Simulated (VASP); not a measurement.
# W (R-3m) in VASP: a series of runs

W is run at these levels: PBEsol; tasks: single point.

Program: VASP 6.6.1. These are calculated values, not measurements. Logs are shortened: lines on timing, memory, paths and dates and some standing lists are left out, and cuts for length are marked.

### Step 1. The cell of the first run

The structure is trigonal, space group R-3m (No. 166). Conventional cell: a = 2.702 Å, b = 2.702 Å, c = 7.941 Å, α = 90.00°, β = 90.00°, γ = 120.00°. W (site symmetry -3m) has 12 W at 2.70 to 3.07 Å within 3.6 Å.

### Step 2. Single point, PBEsol

File INCAR:

```
PREC = Accurate
ENCUT = 520
EDIFF = 1E-7
ISMEAR = 0
SIGMA = 0.15
LREAL = F
LASPH = T
NELM = 80
ALGO = Fast
ISIF = 2
LWAVE = F
LCHARG = F
GGA = PS
NBANDS = 13
```

File KPOINTS:

```
regular mesh
0
Gamma
  22 22 22
```

File POSCAR:

```
W
1.0
    0.2547070852      2.1650102238      2.1650102238
    2.1650102238      0.2547070852      2.1650102238
    2.1650102238      2.1650102238      0.2547070852
W
1
Direct
    0.0000000000      0.0000000000      0.0000000000
```

Potentials or basis: VASP PAW PBE potentials, release 64 (W_sv).

On the command line:

```sh
$ cat potpaw_PBE.64/W_sv/POTCAR > POTCAR
$ mpirun -np 1 vasp_std > vasp.out
```

OUTCAR:

```text
PREC = Accurate
   ENCUT = 520
   EDIFF = 1E-7
   ISMEAR = 0
   LREAL = F
   LASPH = T
   NELM = 80
   ISIF = 2
   GGA = PS

 ion  position               nearest neighbor table
   1  0.000  0.000  0.000-

  LATTYP: Found a trigonal (rhomboedric) cell.
 ALAT       =     3.0723629730
 COS(alpha) =     0.6134020619

  Lattice vectors:

 A1 = (   0.2547070852,   2.1650102238,   2.1650102238)
 A2 = (   2.1650102238,   0.2547070852,   2.1650102238)
 A3 = (   2.1650102238,   2.1650102238,   0.2547070852)

Analysis of symmetry for initial positions (statically):
=====================================================================
 Subroutine PRICEL returns:
 Original cell was already a primitive cell.

 Routine SETGRP: Setting up the symmetry group for a
 trigonal (rhombohedral) supercell.

 Subroutine GETGRP returns: Found 12 space group operations
 (whereof 12 operations were pure point group operations)
 out of a pool of 12 trial point group operations.

The static configuration has the point symmetry D_3d.

Analysis of symmetry for dynamics (positions and initial velocities):
=====================================================================
 Subroutine PRICEL returns:
 Original cell was already a primitive cell.

 Routine SETGRP: Setting up the symmetry group for a
 trigonal (rhombohedral) supercell.

 Subroutine GETGRP returns: Found 12 space group operations
 (whereof 12 operations were pure point group operations)
 out of a pool of 12 trial point group operations.

The dynamic configuration has the point symmetry D_3d.

 Subroutine INISYM returns: Found 12 space group operations
 (whereof 12 operations are pure point group operations),
 and found     1 'primitive' translations

----------------------------------------------------------------------------------------

                                     Primitive cell

  volume of cell :      16.7309

  direct lattice vectors                    reciprocal lattice vectors
     0.254707085  2.165010224  2.165010224    -0.276279595  0.247197533  0.247197533
     2.165010224  0.254707085  2.165010224     0.247197533 -0.276279595  0.247197533
     2.165010224  2.165010224  0.254707085     0.247197533  0.247197533 -0.276279595

  length of vectors
     3.072362973  3.072362973  3.072362973     0.445582377  0.445582377  0.445582377

  position of ions in fractional coordinates (direct lattice)
     0.000000000  0.000000000  0.000000000

  ion indices of the primitive-cell ions
   primitive index   ion index
                 1           1

----------------------------------------------------------------------------------------

 KPOINTS: regular mesh

Automatic generation of k-mesh.
 Grid dimensions read from file:
 generate k-points for:   22   22   22

 Generating k-lattice:

  Cartesian coordinates                     Fractional coordinates (reciprocal lattice)
    -0.012558163  0.011236251  0.011236251     0.045454545 -0.000000000 -0.000000000
     0.011236251 -0.012558163  0.011236251    -0.000000000  0.045454545 -0.000000000
     0.011236251  0.011236251 -0.012558163    -0.000000000 -0.000000000  0.045454545

  Length of vectors
     0.020253744  0.020253744  0.020253744

  Shift w.r.t. Gamma in fractional coordinates (k-lattice)
     0.000000000  0.000000000  0.000000000

 Subroutine IBZKPT returns following result:
 ===========================================

 Found   1024 irreducible k-points:

 Following reciprocal coordinates:
            Coordinates               Weight
  0.000000  0.000000  0.000000      1.000000
  0.045455  0.000000  0.000000      6.000000
  0.090909  0.000000  0.000000      6.000000
  0.136364  0.000000  0.000000      6.000000
  0.181818 -0.000000 -0.000000      6.000000
  0.227273  0.000000  0.000000      6.000000
[... 16 lines left out ...]
  0.500000  0.045455 -0.000000     12.000000
 -0.454545  0.045455  0.000000     12.000000
 [... further k-points ...]
   k-points           NKPTS =   1024   k-points in BZ     NKDIM =   1024   number of bands    NBANDS=     13
   number of dos      NEDOS =    301   number of ions     NIONS =      1
   total plane-waves  NPLWV =  13824
   dimension x,y,z NGX =    24 NGY =   24 NGZ =   24
   dimension x,y,z NGXF=    48 NGYF=   48 NGZF=   48
   ions per type =               1
   NGX,Y,Z   is equivalent  to a cutoff of  12.99, 12.99, 12.99 a.u.
   NGXF,Y,Z  is equivalent  to a cutoff of  25.97, 25.97, 25.97 a.u.
 SYSTEM =  unknown system
   PREC   = accura    normal or accurate (medium, high low for compatibility)
   ISTART =      0    job   : 0-new  1-cont  2-samecut
   ICHARG =      2    charge: 1-file 2-atom 10-const
   ISPIN  =      1    spin polarized calculation?
   LNONCOLLINEAR =      F non collinear calculations
   LSORBIT =      F    spin-orbit coupling
   LASPH  =      T    aspherical Exc in radial PAW
   ENCUT  =  520.0 eV  38.22 Ry    6.18 a.u.   5.71  5.71  5.71*2*pi/ulx,y,z
   NELM   =     80;   NELMIN=  2; NELMDL= -5     # of ELM steps
   EDIFF  = 0.1E-06   stopping-criterion for ELM
   LREAL  =      F    real-space projection
   EDIFFG = 0.1E-05   stopping-criterion for IOM
   NSW    =      0    number of steps for IOM
   IBRION =     -1    ionic relax: 0-MD 1-quasi-New 2-CG
   NFREE  =      0    steps in history (QN), initial steepest desc. (CG)
   ISIF   =      2    stress and relaxation
   ISYM   =      2    0-nonsym 1-usesym 2-fastsym
   POTIM  = 0.5000    time-step for ionic-motion
   TEBEG  =    0.0;   TEEND  =   0.0 temperature during run
   PSTRESS=    0.0 pullay stress
   NELECT =      14.0000    total number of electrons
   NUPDOWN=      -1.0000    fix difference up-down
   EMIN   =  10.00;   EMAX   =-10.00  energy-range for DOS
   EFERMI =   0.00;   METHOD = LEGACY
   ISMEAR =     0;   SIGMA  =   0.15  broadening in eV -4-tet -1-fermi 0-gaus
   EFERMI_NEDOS =   21; number of points for ismear=-14 and -15
   IALGO  =     68    algorithm
   IMIX   =      4    mixing-type and parameters
     AMIX     =   0.40;   BMIX     =  1.00
     AMIX_MAG =   1.60;   BMIX_MAG =  1.00
  volume/ion in A,a.u.               =      16.73       112.91
  Fermi-wavevector in a.u.,A,eV,Ry     =   1.542688  2.915258 32.380324  2.379887
  Thomas-Fermi vector in A             =   2.648457
   LORBIT       =      0    0 simple, 1 ext, 2 COOP (PROOUT), +10 PAW based schemes
   GGA     = PS    functional components
   LHFCALC =     F    Hartree Fock is set to
   AEXX    =    0.0000 exact exchange contribution
   IVDW    =     0    specifies the selected vdW correction
   LEPSILON=     F    determine dielectric tensor
   LRPA    =     F    only Hartree local field effects (RPA)
 non-spin polarized calculation
 RMM-DIIS sequential band-by-band and
 Gauss-broadening in eV      SIGMA  =   0.15
  energy-cutoff  :      520.00
  volume of cell :       16.73
 maximum number of plane-waves:       462
   NGX = 11   NGY = 11   NGZ = 11

 number of electron      14.0000002 magnetization

 Free energy of the ion-electron system (eV)
  ---------------------------------------------------
  ext. energy  EPLUGINS =         0.00000000
  ---------------------------------------------------
  free energy    TOTEN  =       -13.16972945 eV

  energy without entropy =      -13.16028356  energy(sigma->0) =      -13.16500650

 E-fermi :  10.2860     XC(G=0): -13.4113

 val. band max:       10.2832668838   @ k =  -0.3182   0.2727   0.0455
 cond. band min:      10.2905727756   @ k =   0.5000   0.5000   0.1818
 fundamental gap:      0.0073058918
 Fermi energy:        10.2860384396

 k-point     1 :       0.0000    0.0000    0.0000
  band No.  band energies     occupation
      1     -63.6154      2.00000
      2     -27.6305      2.00000
      3     -26.9930      2.00000
      4     -26.9930      2.00000
      5       1.1944      2.00000
      6       7.5723      2.00000
      7      10.0980      1.92381
      8      10.0980      1.92381
      9      13.1587      0.00000
     10      13.1587      0.00000
     11      22.2505      0.00000
     12      25.8444      0.00000
     13      29.9101      0.00000

 k-point     2 :       0.0455    0.0000    0.0000
  band No.  band energies     occupation
      1     -63.6123      2.00000
      2     -27.6306      2.00000
      3     -27.0260      2.00000
      4     -26.9996      2.00000
      5       1.2951      2.00000
      6       7.6291      2.00000
      7      10.0011      1.99277
      8      10.1815      1.67554
      9      13.0319      0.00000
     10      13.1046      0.00000
     11      22.4815      0.00000
     12      26.0462      0.00000
     13      29.2735      0.00000

 k-point     3 :       0.0909    0.0000    0.0000
  band No.  band energies     occupation
      1     -63.6033      2.00000
      2     -27.6308      2.00000
      3     -27.1212      2.00000
      4     -27.0188      2.00000
      5       1.5892      2.00000
      6       7.7927      2.00000
      7       9.7377      2.00000
      8      10.4278      0.18147
      9      12.7004      0.00000
     10      12.9537      0.00000
     11      23.0974      0.00000
     12      26.5526      0.00000
     13      28.2723      0.00000

 k-point     4 :       0.1364    0.0000    0.0000
  band No.  band energies     occupation
      1     -63.5891      2.00000
      2     -27.6323      2.00000
      3     -27.2679      2.00000
      4     -27.0490      2.00000
      5       2.0525      2.00000
      6       8.0381      2.00000
      7       9.3782      2.00000
      8      10.8185      0.00000
      9      12.2771      0.00000
     10      12.7411      0.00000
     11      23.8284      0.00000
     12      26.6965      0.00000
     13      28.1927      0.00000

 k-point     5 :       0.1818   -0.0000   -0.0000
  band No.  band energies     occupation
      1     -63.5708      2.00000
      2     -27.6403      2.00000
      3     -27.4465      2.00000
      4     -27.0874      2.00000
      5       2.6408      2.00000
      6       8.2987      2.00000
      7       9.0273      2.00000
      8      11.2914      0.00000
      9      11.8939      0.00000
     10      12.5486      0.00000
     11      24.0125      0.00000
     12      26.7722      0.00000
     13      29.2458      0.00000

 k-point     6 :       0.2273    0.0000    0.0000
  band No.  band energies     occupation
      1     -63.5498      2.00000
      2     -27.7117      2.00000
      3     -27.5830      2.00000
      4     -27.1309      2.00000
      5       3.2842      2.00000
      6       8.3841      2.00000
      7       8.8835      2.00000
      8      11.5917      0.00000
      9      11.6914      0.00000
     10      12.6447      0.00000
     11      23.4251      0.00000
     12      27.4951      0.00000
     13      30.3569      0.00000

 k-point     7 :       0.2727   -0.0000   -0.0000
  band No.  band energies     occupation
      1     -63.5280      2.00000
      2     -27.9009      2.00000
      3     -27.6052      2.00000
      4     -27.1759      2.00000
      5       3.8810      2.00000
      6       8.2508      2.00000
      7       9.0003      2.00000
      8      11.4930      0.00000
      9      11.7848      0.00000
     10      13.2566      0.00000
     11      22.6453      0.00000
     12      27.6253      0.00000
     13      30.7244      0.00000
[... 193 lines left out ...]
 k-point    20 :       0.3636    0.0455   -0.0000
  band No.  band energies     occupation
      1     -63.4952      2.00000
      2     -28.1888      2.00000
      3     -27.6196      2.00000
      4     -27.2543      2.00000
      5       4.5724      2.00000
      6       8.0524      2.00000
      7       9.5264      2.00000
      8      11.0143      0.00000
      9      12.5052      0.00000
     10      14.6801      0.00000
     11      21.6665      0.00000
     12      25.6765      0.00000
     13      29.1329      0.00000

 k-point    21 :       0.4091    0.0455   -0.0000
  band No.  band energies     occupation
      1     -63.4789      2.00000
      2     -28.3359      2.00000
      3     -27.6173      2.00000
      4     -27.2894      2.00000
      5       4.7007      2.00000
      6       7.9024      2.00000
      7      10.1888      1.64091
      8      10.8482      0.00000
      9      12.8951      0.00000
     10      15.5145      0.00000
     11      21.2277      0.00000
     12      24.4940      0.00000
     13      27.8777      0.00000

 k-point    22 :       0.4545    0.0455   -0.0000
  band No.  band energies     occupation
      1     -63.4673      2.00000
      2     -28.4394      2.00000
      3     -27.6140      2.00000
      4     -27.3145      2.00000
      5       4.7290      2.00000
      6       7.7919      2.00000
      7      10.5944      0.00365
      8      11.0014      0.00000
      9      13.1429      0.00000
     10      16.1871      0.00000
     11      21.1437      0.00000
     12      23.4428      0.00000
     13      26.8890      0.00000

 k-point    23 :       0.5000    0.0455   -0.0000
  band No.  band energies     occupation
      1     -63.4614      2.00000
      2     -28.4921      2.00000
      3     -27.6103      2.00000
      4     -27.3278      2.00000
      5       4.7274      2.00000
      6       7.7438      2.00000
      7      10.5748      0.00648
      8      11.3221      0.00000
      9      13.2578      0.00000
     10      16.5802      0.00000
     11      21.4039      0.00000
     12      22.6390      0.00000
     13      26.4338      0.00000

 k-point    24 :      -0.4545    0.0455    0.0000
  band No.  band energies     occupation
      1     -63.4617      2.00000
      2     -28.4902      2.00000
      3     -27.6070      2.00000
      4     -27.3281      2.00000
      5       4.7283      2.00000
      6       7.7693      2.00000
      7      10.5725      0.00691
      8      11.1122      0.00000
      9      13.3392      0.00000
     10      16.6047      0.00000
     11      21.4150      0.00000
     12      22.7428      0.00000
     13      26.5680      0.00000

 [... further k-points ...]
[... 5 lines left out ...]
  --------------------------------------------------------------------------------------
  -------------------------------------------------------------------------------------
  Total       -0.4897691     -0.4897691     -0.4897691     -1.2994649     -1.2994649     -1.2994649
  in kB      -46.9011922    -46.9011922    -46.9011922   -124.4391512   -124.4391512   -124.4391512
  external PRESSURE =     -46.9011922 kB  Pullay stress =       0.0000000 kB

 VOLUME and BASIS-vectors are now :
 -----------------------------------------------------------------------------
  energy-cutoff  :      520.00
  volume of cell :       16.73
      direct lattice vectors                 reciprocal lattice vectors
     0.254707085  2.165010224  2.165010224    -0.276279595  0.247197533  0.247197533
     2.165010224  0.254707085  2.165010224     0.247197533 -0.276279595  0.247197533
     2.165010224  2.165010224  0.254707085     0.247197533  0.247197533 -0.276279595

 POSITION                                       TOTAL-FORCE (eV/Angst)
 -----------------------------------------------------------------------------------
      0.00000      0.00000      0.00000         0.000000     -0.000000      0.000000
 -----------------------------------------------------------------------------------
    total drift:                               -0.000000      0.000000      0.000000

  FREE ENERGIE OF THE ION-ELECTRON SYSTEM (eV)
  ---------------------------------------------------
  free  energy   TOTEN  =       -13.1697294502 eV

  energy  without entropy=      -13.1602835553  energy(sigma->0) =      -13.16500650
```

Wall time 2.1 min (1 thread of Intel Xeon Platinum 8488C (Sapphire Rapids), shared host); peak memory 0.32 GiB.

What came out:

| Item | Value |
| --- | --- |
| Free energy | -13.1697 eV |
| Pressure | -4.7 GPa |
| Band gap on the k mesh | zero (bands 7 and 8 overlap by 3.68 eV) |

Stress tensor (GPa, compression positive):
```
 -4.69 -12.44 -12.44
-12.44  -4.69 -12.44
-12.44 -12.44  -4.69
```

Caveat: the cell stands under tension; the PAW data sets were made with another functional, which shifts forces and pressure a little; spin-orbit coupling is left out, which moves the levels of the heavy elements.

### Step 3. Single point, PBEsol

This run uses another cell than the first one, of the same volume but with other edges.

File INCAR:

```
SYSTEM = W
PREC     = Accurate       ! precision mode
ENCUT    = 520            ! plane-wave cutoff, eV
EDIFF    = 1E-6           ! SCF threshold, eV
ISMEAR   = 0              ! smearing method
SIGMA    = 0.15           ! smearing width, eV
LREAL    = .False.        ! projectors in reciprocal space
LASPH    = .True.         ! aspherical terms in the spheres
NELM     = 60             ! most SCF steps
ALGO     = Fast           ! electronic algorithm
ISIF     = 2              ! what is computed and relaxed
LWAVE    = .False.        ! write WAVECAR
LCHARG   = .False.        ! write CHGCAR
GGA      = PS             ! functional
NBANDS   = 13             ! bands
```

File KPOINTS:

```
regular mesh
0
Gamma
  22 22 22
  0 0 0
```

File POSCAR:

```
W
1.0
    0.7937550690      2.4946587882      2.4946587882
    2.4946587882      0.7937550690      2.4946587882
    2.4946587882      2.4946587882      0.7937550690
W
1
Direct
    0.0000000000      0.0000000000      0.0000000000
```

Potentials or basis: VASP PAW PBE potentials, release 64 (W_sv).

On the command line:

```sh
$ cat potpaw_PBE.64/W_sv/POTCAR > POTCAR
$ mpirun -np 1 vasp_std > vasp.out
```

Wall time 3.6 min (1 thread of Intel Xeon Platinum 8488C (Sapphire Rapids), shared host); peak memory 0.34 GiB.

It converged, with:

```yaml
Free_energy: -10.7324 eV
Pressure: 68.8 GPa
Band_gap_on_the_k_mesh: zero (bands 7 and 8 overlap by 4.23 eV)
```

Stress tensor (GPa, compression positive):
```
 68.81 -53.00 -53.00
-53.00  68.81 -53.00
-53.00 -53.00  68.81
```

Levels at points of the mesh, in eV from the Fermi level:
```tsv
k point	band 4	band 5	band 6	band 7	band 8	band 9	band 10	band 11
(0.00, 0.00, 0.00)	-36.54	-9.09	-5.40	-0.81	-0.81	5.22	5.22	6.95
(0.50, 0.00, 0.00)	-37.44	-7.36	-4.73	0.31	2.67	3.00	9.72	11.54
(0.50, 0.50, 0.00)	-37.45	-7.37	-5.61	2.37	3.41	4.09	9.18	9.73
(0.50, 0.50, 0.50)	-36.54	-7.89	-2.90	-0.85	-0.85	0.94	5.45	5.45
```

Caveat: the cell stands under pressure; the PAW data sets were made with another functional, which shifts forces and pressure a little; spin-orbit coupling is left out, which moves the levels of the heavy elements.
